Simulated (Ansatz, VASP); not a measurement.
## Ru in VASP and in Ansatz

```
Ru
1.0
     2.59816    0.00000    0.00000
    -1.29908    2.25007    0.00000
     0.00000    0.00000    4.11958
Ru
2
Cartesian
  0.0000 1.5000 1.0299
  1.2991 0.7500 3.0897
```

Change from the starting cell: volume scaled by 0.92, PAW files.

Alike in both runs: task single point; functional LDA; k mesh 18 × 18 × 10; occupations fermi-dirac, width 0.08 eV; no spin polarisation.

|  | VASP | Ansatz |
| --- | --- | --- |
| version | VASP 6.6.1 | Ansatz 0.2.0 |
| potentials or method | VASP PAW LDA potentials, release 64 (Ru_pv) | PAW with Ansatz's default frozen-core files, scalar-relativistic |
| plane-wave cutoff (eV) | 500 | 420 |
| valence electrons in the cell | 28 | 32 |

```csv
,VASP,Ansatz,Ansatz less VASP
pressure (GPa),38.7,37.2,-1.57
"traceless stress, the component that is largest in VASP (GPa)",0.09,0.00,-0.094
```

LDA's correlation is that of Perdew and Zunger in VASP and of Perdew and Wang (1992) in Ansatz. Both programs put the cell under a high pressure, so it lies far from rest at this level. VASP's potentials hold 28 valence electrons a cell and Ansatz's 32, so a difference there can come from the potentials and not from the codes.
